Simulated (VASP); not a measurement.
YGaF: single point with PBE

YGaF:

```
Y Ga F
1.0
     4.46069    0.00000    0.00000
    -2.23034    3.86307    0.00000
     0.00000    0.00000    3.36101
Y Ga F
1 1 1
Direct
  0.33333 0.66667 0.00000
  0.00000 0.00000 0.50000
  0.66667 0.33333 0.50000
```

The cell was generated, and may not be a known phase.

```yaml
Program: VASP 6.6.1
Task: single point
Functional: PBE
Potentials_or_basis: VASP PAW PBE potentials, release 64 (Y_sv, Ga_d, F)
Cutoff: 520 eV
k_mesh: 6 × 6 × 6
Occupations: gaussian, width 0.1 eV
Spin: no spin polarisation
```

```yaml
Pressure: 0.0 GPa
Band_gap_on_the_k_mesh: zero (an odd number of electrons rules out a gap without spin polarisation)
```

Stress tensor (GPa, compression positive):
```
 0.04  0.00  0.00
 0.00  0.04  0.00
 0.00  0.00 -0.07
```

Levels at points of the mesh, in eV from the Fermi level:
```tsv
k point	band 13	band 14	band 15	band 16	band 17	band 18
(0.00, 0.00, 0.00)	-5.92	-5.07	-0.67	-0.11	-0.11	3.41
(0.50, 0.00, 0.00)	-5.08	-4.41	-1.84	0.27	0.93	2.28
(0.00, 0.00, 0.50)	-5.70	-4.61	-2.18	-0.29	-0.29	1.30
(0.50, 0.00, 0.50)	-5.90	-3.48	-2.33	0.18	0.67	2.79
```

Run time: 80 s on 1 thread of AMD EPYC 7R13, on a shared host, peak memory 0.19 GiB.

Caveat: an odd number of electrons without spin polarisation forces a metal; a magnetic or distorted state may lie lower.
